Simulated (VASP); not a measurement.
Runs of VASP 6.6.1 on HfBiBr3. The structure is that of space group Pm-3m (No. 221), or close to it. The cells are those of the table. 

```tsv
task	cell	k mesh	cutoff (eV)	gap on the mesh (eV)	pressure (GPa)	relaxed volume (Å³/atom)
single point	a = 5.165 Å, 5 atoms	4 × 4 × 4	520	none	4.4	-
relaxation of cell and atoms	relaxed from a = 5.320 Å, 5 atoms	8 × 8 × 8	600	none	0.0	29.70
single point	a = 5.320 Å, 5 atoms	4 × 4 × 4	520	none	-0.4	-
relaxation of cell and atoms	relaxed from a = 5.165 Å, 5 atoms	4 × 4 × 4	600	none	0.0	(b)
single point	a = 5.304 Å, 5 atoms	8 × 8 × 8	520	none	(a)	-
```

Alike in all rows: level PBE; potentials or basis VASP PAW PBE potentials, release 64 (Hf_pv, Bi_d, Br); no spin polarisation; smearing gaussian 0.1 eV.

Estimate the missing entries.

(a) -0.2; (b) 29.86.

Caveats: spin-orbit coupling is left out, which moves the levels of the heavy elements; the cell stands under pressure (at least some runs).

A k mesh can miss the band edges, and the runs leave out spin-orbit coupling on Bi, Br, Hf.

A gap of «none» marks levels without a gap at the run's occupations.
